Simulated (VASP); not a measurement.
# Sc2W (P6/mmm) in VASP: further runs

Runs on Sc2W. Level: PBE. Tasks: single point, relaxation of cell and atoms.

Everything below comes from runs of VASP 6.6.1. Logs are shortened: lines on timing, memory, paths and dates and some standing lists are left out, and cuts for length are marked.

**1. The cell of the first run**

The structure is hexagonal, space group P6/mmm (No. 191). Conventional cell: a = 4.884 Å, b = 4.884 Å, c = 2.823 Å, α = 90.00°, β = 90.00°, γ = 120.00°. Within 3.7 Å of Sc (site symmetry -6m2) lie 5 Sc at 2.82 Å and 6 W at 3.15 Å. Within 3.7 Å of W (site symmetry 6/mmm) lie 2 W at 2.82 Å and 12 Sc at 3.15 Å.

**2. Single point, PBE**

INCAR reads:

```
SYSTEM = Sc2W
PREC = Accurate
ENCUT = 520
EDIFF = 1E-6
ISMEAR = -1
SIGMA = 0.15
LREAL = .FALSE.
LASPH = .TRUE.
NELM = 80
ALGO = Fast
ISIF = 2
LWAVE = .FALSE.
LCHARG = .FALSE.
GGA = PE
NBANDS = 25
```

KPOINTS reads:

```
regular mesh
0
G
  12 12 14
  0 0 0
```

POSCAR reads:

```
Sc2W
1.0
    4.8841156001      0.0000000000      0.0000000000
   -2.4420578000      4.2297681847      0.0000000000
    0.0000000000      0.0000000000      2.8232977240
Sc W
2 1
Direct
    0.3333333333      0.6666666667      0.5000000000
    0.6666666667      0.3333333333      0.5000000000
    0.0000000000      0.0000000000      0.0000000000
```

Potentials or basis: VASP PAW PBE potentials, release 64 (Sc_sv, W_sv).

Run with:

```sh
cat potpaw_PBE.64/Sc_sv/POTCAR potpaw_PBE.64/W_sv/POTCAR > POTCAR
mpirun -np 1 vasp_std > vasp.out
```

OUTCAR:

```text
SYSTEM = Sc2W
   PREC = Accurate
   ENCUT = 520
   EDIFF = 1E-6
   ISMEAR = -1
   LREAL = .FALSE.
   LASPH = .TRUE.
   NELM = 80
   ISIF = 2
   GGA = PE

 ion  position               nearest neighbor table
   1  0.333  0.667  0.500-   2 2.82   2 2.82   2 2.82   3 3.15   3 3.15   3 3.15   3 3.15   3 3.15
                             3 3.15
   2  0.667  0.333  0.500-   1 2.82   1 2.82   1 2.82   3 3.15   3 3.15   3 3.15   3 3.15   3 3.15
                             3 3.15
   3  0.000  0.000  0.000-   1 3.15   2 3.15   1 3.15   2 3.15   1 3.15   1 3.15   2 3.15   2 3.15
                             2 3.15   2 3.15   1 3.15   1 3.15

  LATTYP: Found a hexagonal cell.
 ALAT       =     4.8841156001
 C/A-ratio  =     0.5780571049

  Lattice vectors:

 A1 = (   4.8841156001,   0.0000000000,   0.0000000000)
 A2 = (  -2.4420578000,   4.2297681847,   0.0000000000)
 A3 = (   0.0000000000,   0.0000000000,   2.8232977240)

Analysis of symmetry for initial positions (statically):
=====================================================================
 Subroutine PRICEL returns:
 Original cell was already a primitive cell.

 Routine SETGRP: Setting up the symmetry group for a
 hexagonal supercell.

 Subroutine GETGRP returns: Found 24 space group operations
 (whereof 24 operations were pure point group operations)
 out of a pool of 24 trial point group operations.

The static configuration has the point symmetry D_6h.

Analysis of symmetry for dynamics (positions and initial velocities):
=====================================================================
 Subroutine PRICEL returns:
 Original cell was already a primitive cell.

 Routine SETGRP: Setting up the symmetry group for a
 hexagonal supercell.

 Subroutine GETGRP returns: Found 24 space group operations
 (whereof 24 operations were pure point group operations)
 out of a pool of 24 trial point group operations.

The dynamic configuration has the point symmetry D_6h.

 Subroutine INISYM returns: Found 24 space group operations
 (whereof 24 operations are pure point group operations),
 and found     1 'primitive' translations

----------------------------------------------------------------------------------------

                                     Primitive cell

  volume of cell :      58.3256

  direct lattice vectors                    reciprocal lattice vectors
     4.884115600  0.000000000  0.000000000     0.204745359  0.118209788  0.000000000
    -2.442057800  4.229768185  0.000000000     0.000000000  0.236419576  0.000000000
[... 80 lines left out ...]
   ICHARG =      2    charge: 1-file 2-atom 10-const
   ISPIN  =      1    spin polarized calculation?
   LNONCOLLINEAR =      F non collinear calculations
   LSORBIT =      F    spin-orbit coupling
   LASPH  =      T    aspherical Exc in radial PAW
   ENCUT  =  520.0 eV  38.22 Ry    6.18 a.u.   9.08  9.08  5.25*2*pi/ulx,y,z
   NELM   =     80;   NELMIN=  2; NELMDL= -5     # of ELM steps
   EDIFF  = 0.1E-05   stopping-criterion for ELM
   LREAL  =      F    real-space projection
   EDIFFG = 0.1E-04   stopping-criterion for IOM
   NSW    =      0    number of steps for IOM
   IBRION =     -1    ionic relax: 0-MD 1-quasi-New 2-CG
   NFREE  =      0    steps in history (QN), initial steepest desc. (CG)
   ISIF   =      2    stress and relaxation
   ISYM   =      2    0-nonsym 1-usesym 2-fastsym
   POTIM  = 0.5000    time-step for ionic-motion
   TEBEG  =    0.0;   TEEND  =   0.0 temperature during run
   PSTRESS=    0.0 pullay stress
   NELECT =      36.0000    total number of electrons
   NUPDOWN=      -1.0000    fix difference up-down
   EMIN   =  10.00;   EMAX   =-10.00  energy-range for DOS
   EFERMI =   0.00;   METHOD = LEGACY
   ISMEAR =    -1;   SIGMA  =   0.15  broadening in eV -4-tet -1-fermi 0-gaus
   EFERMI_NEDOS =   21; number of points for ismear=-14 and -15
   IALGO  =     68    algorithm
   IMIX   =      4    mixing-type and parameters
     AMIX     =   0.40;   BMIX     =  1.00
     AMIX_MAG =   1.60;   BMIX_MAG =  1.00
  volume/ion in A,a.u.               =      19.44       131.20
  Fermi-wavevector in a.u.,A,eV,Ry     =   1.393871  2.634034 26.434440  1.942877
  Thomas-Fermi vector in A             =   2.517475
   LORBIT       =      0    0 simple, 1 ext, 2 COOP (PROOUT), +10 PAW based schemes
   GGA     = PE    functional components
   LHFCALC =     F    Hartree Fock is set to
   AEXX    =    0.0000 exact exchange contribution
   IVDW    =     0    specifies the selected vdW correction
   LEPSILON=     F    determine dielectric tensor
   LRPA    =     F    only Hartree local field effects (RPA)
 non-spin polarized calculation
 RMM-DIIS sequential band-by-band and
  energy-cutoff  :      520.00
  volume of cell :       58.33
 maximum number of plane-waves:      1596
   NGX = 19   NGY = 19   NGZ = 11

 number of electron      36.0000008 magnetization

 Free energy of the ion-electron system (eV)
  ---------------------------------------------------
  ext. energy  EPLUGINS =         0.00000000
  ---------------------------------------------------
  free energy    TOTEN  =       -24.69363041 eV

  energy without entropy =      -24.41680121  energy(sigma->0) =      -24.55521581

 E-fermi :   6.1727     XC(G=0): -11.4197

 val. band max:        6.1724922213   @ k =   0.2500   0.2500   0.5000
 cond. band min:       6.1767153960   @ k =   0.3333   0.1667   0.3571
 fundamental gap:      0.0042231747
 Fermi energy:         6.1726747269

 k-point     1 :       0.0000    0.0000    0.0000
  band No.  band energies     occupation
      1     -67.4176      2.00000
      2     -42.9881      2.00000
      3     -42.8250      2.00000
      4     -31.5983      2.00000
      5     -31.5983      2.00000
      6     -31.1896      2.00000
[... 661 lines left out ...]
     24       8.6718      0.00000
     25       9.7977      0.00000

 [... further k-points ...]
[... 5 lines left out ...]
  --------------------------------------------------------------------------------------
  -------------------------------------------------------------------------------------
  Total        0.0522759      0.0522759      0.0723408      0.0000000     -0.0000000      0.0000000
  in kB        1.4359961      1.4359961      1.9871680      0.0000000     -0.0000000      0.0000000
  external PRESSURE =       1.6197201 kB  Pullay stress =       0.0000000 kB

 VOLUME and BASIS-vectors are now :
 -----------------------------------------------------------------------------
  energy-cutoff  :      520.00
  volume of cell :       58.33
      direct lattice vectors                 reciprocal lattice vectors
     4.884115600  0.000000000  0.000000000     0.204745359  0.118209788  0.000000000
    -2.442057800  4.229768185  0.000000000     0.000000000  0.236419576  0.000000000
     0.000000000  0.000000000  2.823297724     0.000000000  0.000000000  0.354195731

 POSITION                                       TOTAL-FORCE (eV/Angst)
 -----------------------------------------------------------------------------------
     -0.00000      2.81985      1.41165         0.000000     -0.000000      0.000000
      2.44206      1.40992      1.41165         0.000000      0.000000     -0.000000
      0.00000      0.00000      0.00000        -0.000000      0.000000     -0.000000
 -----------------------------------------------------------------------------------
    total drift:                                0.000000      0.000000     -0.000000

  FREE ENERGIE OF THE ION-ELECTRON SYSTEM (eV)
  ---------------------------------------------------
  free  energy   TOTEN  =       -24.6936304065 eV

  energy  without entropy=      -24.4168012090  energy(sigma->0) =      -24.55521581
```

Run time: 3.3 min. Hardware: 1 thread of Intel Xeon Platinum 8488C (Sapphire Rapids), shared host; peak memory 0.33 GiB.

Results:

| Quantity | Value |
| --- | --- |
| Free energy | -24.6936 eV |
| Pressure | 0.2 GPa |
| Band gap on the k mesh | zero (band 18 reaches 6.47 eV, above the bottom of band 19 at 5.99 eV) |

Caveat: spin-orbit coupling is left out, which moves the levels of the heavy elements.

**3. Single point, PBE**

INCAR reads:

```
PREC = Accurate
ENCUT = 520
EDIFF = 1E-7
ISMEAR = 0
SIGMA = 0.1
LREAL = F
LASPH = T
NELM = 100
ALGO = Normal
ISIF = 2
LWAVE = F
LCHARG = F
GGA = PE
NBANDS = 25
```

KPOINTS reads:

```
Automatic mesh
0
Gamma
  12 12 14
```

POSCAR reads:

```
Sc2W
1.0
    4.8670121068      0.0000000000      0.0000000000
   -2.4335060534      4.2149561250      0.0000000000
    0.0000000000      0.0000000000      2.8405911026
Sc W
2 1
Direct
    0.3333333333      0.6666666667      0.5000000000
    0.6666666667      0.3333333333      0.5000000000
    0.0000000000      0.0000000000      0.0000000000
```

Potentials or basis: VASP PAW PBE potentials, release 64 (Sc_sv, W_sv).

Run with:

```sh
cat potpaw_PBE.64/Sc_sv/POTCAR potpaw_PBE.64/W_sv/POTCAR > POTCAR
mpirun -np 1 vasp_std > vasp.out
```

It took 3.4 min on 1 thread of AMD EPYC 9R45 (Zen 5), shared host; peak memory 0.29 GiB.

Results (log left out):

```yaml
Free_energy: -24.5654 eV
Pressure: 0.2 GPa
Band_gap_on_the_k_mesh: zero (band 18 reaches 6.50 eV, above the bottom of band 19 at 5.97 eV)
```

Levels at points of the mesh, in eV from the Fermi level:
```
           k point  band 15  band 16  band 17  band 18  band 19  band 20  band 21  band 22
(0.00, 0.00, 0.00)    -1.24    -1.24    -0.29    -0.29     0.34     0.53     1.83     1.83
(0.50, 0.00, 0.00)    -2.93    -1.24    -0.69     0.25     0.27     0.64     0.95     1.71
(0.00, 0.00, 0.50)    -2.20    -2.18    -2.18    -1.49     1.40     1.40     2.26     2.26
(0.50, 0.00, 0.50)    -1.97    -1.32    -0.26    -0.05     0.16     0.25     1.50     1.82
```

Caveat: spin-orbit coupling is left out, which moves the levels of the heavy elements.

**4. Relaxation of cell and atoms, PBE**

INCAR reads:

```
SYSTEM = Sc2W
ALGO     = Normal         ! electronic algorithm
EDIFF    = 1E-6           ! SCF threshold, eV
EDIFFG   = -0.005         ! ionic threshold
ENCUT    = 600            ! plane-wave cutoff, eV
GGA      = PE             ! functional
IBRION   = 2              ! ionic algorithm
ISIF     = 3              ! what is computed and relaxed
ISMEAR   = 0              ! smearing method
LASPH    = .True.         ! aspherical terms in the spheres
LCHARG   = .False.        ! write CHGCAR
LREAL    = .False.        ! projectors in reciprocal space
LWAVE    = .False.        ! write WAVECAR
NELM     = 100            ! most SCF steps
NSW      = 100            ! ionic steps
PREC     = Accurate       ! precision mode
SIGMA    = 0.1            ! smearing width, eV
```

KPOINTS reads:

```
k-points
0
Gamma
  12 12 14
  0 0 0
```

POSCAR reads:

```
Sc2W
1.0
    4.8683158970      0.0000000000      0.0000000000
   -2.4341579485      4.2160852405      0.0000000000
    0.0000000000      0.0000000000      2.8372579135
Sc W
2 1
Direct
    0.3333333333      0.6666666667      0.5000000000
    0.6666666667      0.3333333333      0.5000000000
    0.0000000000      0.0000000000      0.0000000000
```

Potentials or basis: VASP PAW PBE potentials, release 64 (Sc_sv, W_sv).

Run with:

```sh
cat potpaw_PBE.64/Sc_sv/POTCAR potpaw_PBE.64/W_sv/POTCAR > POTCAR
mpirun -np 1 vasp_std > vasp.out
```

OUTCAR:

```text
SYSTEM = Sc2W
   EDIFF = 1E-6
   EDIFFG = -0.005
   ENCUT = 600
   GGA = PE
   IBRION = 2
   ISIF = 3
   ISMEAR = 0
   LASPH = .True.
   LREAL = .False.
   NELM = 100
   NSW = 100
   PREC = Accurate

 ion  position               nearest neighbor table
   1  0.333  0.667  0.500-   2 2.81   2 2.81   2 2.81   3 3.15   3 3.15   3 3.15   3 3.15   3 3.15
                             3 3.15
   2  0.667  0.333  0.500-   1 2.81   1 2.81   1 2.81   3 3.15   3 3.15   3 3.15   3 3.15   3 3.15
                             3 3.15
   3  0.000  0.000  0.000-   1 3.15   2 3.15   1 3.15   2 3.15   2 3.15   2 3.15   1 3.15   1 3.15
                             2 3.15   2 3.15   1 3.15   1 3.15

  LATTYP: Found a hexagonal cell.
 ALAT       =     4.8683158970
 C/A-ratio  =     0.5828007002

  Lattice vectors:

 A1 = (   4.8683158970,   0.0000000000,   0.0000000000)
 A2 = (  -2.4341579485,   4.2160852405,   0.0000000000)
 A3 = (   0.0000000000,   0.0000000000,   2.8372579135)

Analysis of symmetry for initial positions (statically):
=====================================================================
 Subroutine PRICEL returns:
 Original cell was already a primitive cell.

 Routine SETGRP: Setting up the symmetry group for a
 hexagonal supercell.

 Subroutine GETGRP returns: Found 24 space group operations
[... 272 lines left out ...]
  FREE ENERGIE OF THE ION-ELECTRON SYSTEM (eV)
  ---------------------------------------------------
  free  energy   TOTEN  =       -24.5662763890 eV

  energy  without entropy=      -24.5488921448  energy(sigma->0) =      -24.55758427

[... ionic steps 4 to 12 ...]

--------------------------------------- Ionic step       13  -------------------------------------------

 number of electron      36.0000004 magnetization

------------------------ aborting loop because EDIFF is reached ----------------------------------------
[... 69 lines left out ...]
--------------------------------------- Ionic step       15  -------------------------------------------

 number of electron      36.0000004 magnetization

 Free energy of the ion-electron system (eV)
  ---------------------------------------------------
  ext. energy  EPLUGINS =         0.00000000
  ---------------------------------------------------
  free energy    TOTEN  =       -24.56629016 eV

  energy without entropy =      -24.54895555  energy(sigma->0) =      -24.55762285

 E-fermi :   6.1591     XC(G=0): -11.4191

 val. band max:        6.1536785120   @ k =   0.2500  -0.0000   0.0714
 cond. band min:       6.1710747298   @ k =   0.2500   0.0833   0.0714
 fundamental gap:      0.0173962178
 Fermi energy:         6.1590522595

 k-point     1 :       0.0000    0.0000    0.0000
  band No.  band energies     occupation
      1     -67.4513      2.00000
      2     -43.0283      2.00000
      3     -42.8606      2.00000
      4     -31.6329      2.00000
      5     -31.6329      2.00000
      6     -31.2257      2.00000
[... 589 lines left out ...]
     21       7.1127      0.00000
     22       7.8720      0.00000

 [... further k-points ...]
[... 5 lines left out ...]
  --------------------------------------------------------------------------------------
  -------------------------------------------------------------------------------------
  Total       -0.0002159     -0.0002159      0.0128722      0.0000000      0.0000000      0.0000000
  in kB       -0.0059264     -0.0059264      0.3532739      0.0000000      0.0000000      0.0000000
  external PRESSURE =       0.1138070 kB  Pullay stress =       0.0000000 kB
[... 18 lines left out ...]
  FREE ENERGIE OF THE ION-ELECTRON SYSTEM (eV)
  ---------------------------------------------------
  free  energy   TOTEN  =       -24.5662901598 eV

  energy  without entropy=      -24.5489555454  energy(sigma->0) =      -24.55762285

 reached required accuracy - stopping structural energy minimisation
```

OSZICAR:

```text
N       E                     dE             d eps       ncg     rms          rms(c)
DAV:   1     0.595779229232E+03    0.59578E+03   -0.19229E+04  6712   0.205E+03
DAV:   2     0.122371083797E+02   -0.58354E+03   -0.57926E+03  8160   0.744E+02
DAV:   3    -0.249630912864E+02   -0.37200E+02   -0.36576E+02 10876   0.216E+02
[... 101 lines left out ...]
DAV:   1    -0.245663090474E+02   -0.22252E-04   -0.11929E-03  7664   0.533E-01    0.299E-02
DAV:   2    -0.245662965394E+02    0.12508E-04   -0.75688E-05 10820   0.126E-01    0.160E-02
DAV:   3    -0.245662932938E+02    0.32456E-05   -0.36372E-05 10476   0.368E-02    0.112E-02
DAV:   4    -0.245662902518E+02    0.30420E-05   -0.18390E-05  9488   0.294E-02    0.264E-03
DAV:   5    -0.245662901598E+02    0.91984E-07   -0.46307E-07  3656   0.106E-02
  15 F= -.24566290E+02 E0= -.24557623E+02  d E =-.380172E-05
```

Wall time 22 min (1 thread of AMD EPYC 9R45 (Zen 5), shared host); peak memory 0.36 GiB.

What came out:

| Item | Value |
| --- | --- |
| Free energy | -24.5663 eV |
| Relaxed volume | 19.46 Å³/atom |
| Relaxed cell | a = 4.870 Å, b = 4.870 Å, c = 2.843 Å, α = 90.00°, β = 90.00°, γ = 120.00° |
| Space group after relaxing (to 0.05 Å) | P6/mmm (No. 191) |
| Energy gained by relaxing | 0.1 meV/atom |
| Ionic steps | 15 |
| Pressure after relaxing | 0.0 GPa |
| Band gap on the k mesh | zero (band 18 reaches 6.48 eV, above the bottom of band 19 at 5.95 eV) |

Step by step:
```tsv
step	energy change (eV)	largest force (eV/Å)	pressure (GPa)	volume (Å³)
1	0.0000	0.0000	0.30	58.24
2	0.0000	0.0000	-0.30	58.54
3	-0.0002	0.0000	-0.02	58.40
4	-0.0002	0.0000	-0.01	58.40
5	-0.0001	0.0000	-0.17	58.47
6	-0.0002	0.0000	-0.04	58.41
7	-0.0002	0.0000	-0.05	58.40
8	-0.0002	0.0000	0.06	58.36
9	-0.0002	0.0000	0.04	58.37
10	-0.0002	0.0000	0.05	58.37
11	-0.0002	0.0000	0.00	58.39
12	-0.0002	0.0000	0.00	58.38
13	-0.0002	0.0000	-0.01	58.37
14	-0.0002	0.0000	0.00	58.37
15	-0.0002	0.0000	0.01	58.38
```

Final structure:
```cif
data_structure
_symmetry_space_group_name_H-M 'P 1'
_symmetry_Int_Tables_number 1
_cell_length_a 4.8697
_cell_length_b 4.8697
_cell_length_c 2.8426
_cell_angle_alpha 90.000
_cell_angle_beta 90.000
_cell_angle_gamma 120.000
_cell_volume 58.38
loop_
_atom_site_label
_atom_site_type_symbol
_atom_site_fract_x
_atom_site_fract_y
_atom_site_fract_z
_atom_site_occupancy
Sc1 Sc 0.33333 0.66667 0.50000 1
Sc2 Sc 0.66667 0.33333 0.50000 1
W1 W 0.00000 0.00000 0.00000 1
```

Caveat: spin-orbit coupling is left out, which moves the levels of the heavy elements.

**5. Single point, PBE**

INCAR reads:

```
SYSTEM = Sc2W
PREC = Accurate
ENCUT = 520
EDIFF = 1E-6
ISMEAR = 0
SIGMA = 0.1
LREAL = .FALSE.
LASPH = .TRUE.
NELM = 100
ALGO = Normal
ISIF = 2
LWAVE = .FALSE.
LCHARG = .TRUE.
GGA = PE
LELF = .TRUE.
LVHAR = .TRUE.
NBANDS = 25
```

KPOINTS reads:

```
regular mesh
0
G
  6 6 6
  0 0 0
```

POSCAR is that of step 4.

Run with:

```sh
cat potpaw_PBE.64/Sc_sv/POTCAR potpaw_PBE.64/W_sv/POTCAR > POTCAR
mpirun -np 1 vasp_std > vasp.out
```

It took 41 s on 1 thread of AMD EPYC 9R45 (Zen 5), shared host; peak memory 0.17 GiB.

The run converged. Its results:

- Free energy: -24.5713 eV
- Pressure: 0.3 GPa
- Band gap on the k mesh: zero (band 18 reaches 6.49 eV, above the bottom of band 19 at 5.99 eV)

Stress tensor (GPa, compression positive):
```
0.35 0.00 0.00
0.00 0.35 0.00
0.00 0.00 0.11
```

Levels at points of the mesh, in eV from the Fermi level:
```tsv
k point	band 16	band 17	band 18	band 19	band 20	band 21
(0.00, 0.00, 0.00)	-1.23	-0.29	-0.29	0.33	0.52	1.82
(0.50, 0.00, 0.00)	-1.24	-0.68	0.25	0.27	0.64	0.95
(0.00, 0.00, 0.50)	-2.17	-2.17	-1.48	1.40	1.40	2.26
(0.50, 0.00, 0.50)	-1.31	-0.26	-0.03	0.17	0.27	1.50
```

Caveat: the k points lie up to 0.37 Å⁻¹ apart; spin-orbit coupling is left out, which moves the levels of the heavy elements.

**6. Overview**

| task | cell | k mesh | cutoff (eV) | smearing | gap on the mesh (eV) | pressure (GPa) |
| --- | --- | --- | --- | --- | --- | --- |
| single point | a = 4.884, b = 4.884, c = 2.823 Å, angles 90.0, 90.0, 120.0°, 3 atoms | 12 × 12 × 14 | 520 | fermi-dirac 0.15 eV | none | 0.2 |
| single point | a = 4.867, b = 4.867, c = 2.841 Å, angles 90.0, 90.0, 120.0°, 3 atoms | 12 × 12 × 14 | 520 | gaussian 0.1 eV | none | 0.2 |
| relaxation of cell and atoms | relaxed from a = 4.868, b = 4.868, c = 2.837 Å, angles 90.0, 90.0, 120.0°, 3 atoms | 12 × 12 × 14 | 600 | gaussian 0.1 eV | none | 0.0 |
| single point | a = 4.868, b = 4.868, c = 2.837 Å, angles 90.0, 90.0, 120.0°, 3 atoms | 6 × 6 × 6 | 520 | gaussian 0.1 eV | none | 0.3 |

Alike in all rows: level PBE; potentials or basis VASP PAW PBE potentials, release 64 (Sc_sv, W_sv); no spin polarisation.

Caveats: some runs use coarse meshes; spin-orbit coupling is left out, which moves the levels of the heavy elements.

Total energies depend on the potentials used, so only differences within one code and one set of settings carry meaning.
